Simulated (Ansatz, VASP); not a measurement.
SiGe: VASP beside Ansatz

```
Si Ge
1.0
     4.20594    0.00000    0.00000
    -2.10297    3.64245    0.00000
     0.00000    0.00000    5.55912
Si Ge
2 2
Direct
  0.66667 0.33333 0.87461
  0.33333 0.66667 0.37461
  0.66667 0.33333 0.50039
  0.33333 0.66667 0.00039
```

Alike in both runs: task single point; functional LDA; k mesh 12 × 12 × 8; occupations gaussian, width 0.03 eV; no spin polarisation.

|  | VASP | Ansatz |
| --- | --- | --- |
| version | VASP 6.6.1 | Ansatz 0.2.0 |
| potentials or method | VASP PAW LDA potentials, release 64 (Si, Ge_d), cutoff 520 eV | scalar-relativistic, plane waves, PAW |
| valence electrons in the cell | 36 | 36 |

|  | VASP | Ansatz | Ansatz less VASP |
| --- | --- | --- | --- |
| gap on the k mesh at the Fermi level (eV) | none | none | - |
| pressure (GPa) | 5.8 | 5.8 | 0.00 |
| traceless stress, the component that is largest in VASP (GPa) | 37.36 | 37.31 | -0.043 |
| rms of the force components (eV/Å) | 2.432 | 2.429 | -0.0026 |

LDA's correlation is that of Perdew and Zunger in VASP and of Perdew and Wang (1992) in Ansatz. Atom by atom the forces differ by 0.003 eV/Å (rms over components). A gap of «none» marks a metal or a gap that the smearing closes.
